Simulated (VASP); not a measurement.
Here is a VASP 6.6.1 calculation.

Contents of INCAR:

```
SYSTEM = Ni
  PREC = Accurate
  ENCUT = 520
  EDIFF = 1E-6
  ISMEAR = -1
  SIGMA = 0.1
  LREAL = .False.
  LASPH = .True.
  NELM = 100
  ALGO = Normal
  ISIF = 2
  LWAVE = .False.
  LCHARG = .False.
  GGA = PE
  NBANDS = 17
```

KPOINTS

```
Automatic mesh
0
Gamma
  11 11 11
  0 0 0
```

POSCAR

```
Ni
1.0
    0.0000000000      2.5484876138      2.5484876138
    2.5484876138      0.0000000000      2.5484876138
    2.5484876138      2.5484876138      0.0000000000
Ni
2
Direct
    0.1250000000      0.1250000000      0.1250000000
    0.8750000000      0.8750000000      0.8750000000
```

Potentials or basis: VASP PAW PBE potentials, release 64 (Ni).

The run is started by

```console
$ cat potpaw_PBE.64/Ni/POTCAR > POTCAR
$ mpirun -np 1 vasp_std > vasp.out
```

**Question.** Predict the band gap on the k mesh.

**Answer.** Zero (band 10 reaches 4.60 eV, above the bottom of band 11 at 4.31 eV).

**Question.** What does it give for the pressure?

**Answer.** 0.0 GPa.

Caveat: the run has no spin polarisation, though such a crystal can be magnetic. Spin polarisation is off, so any magnetic state and its effect on volume and gap are missing.
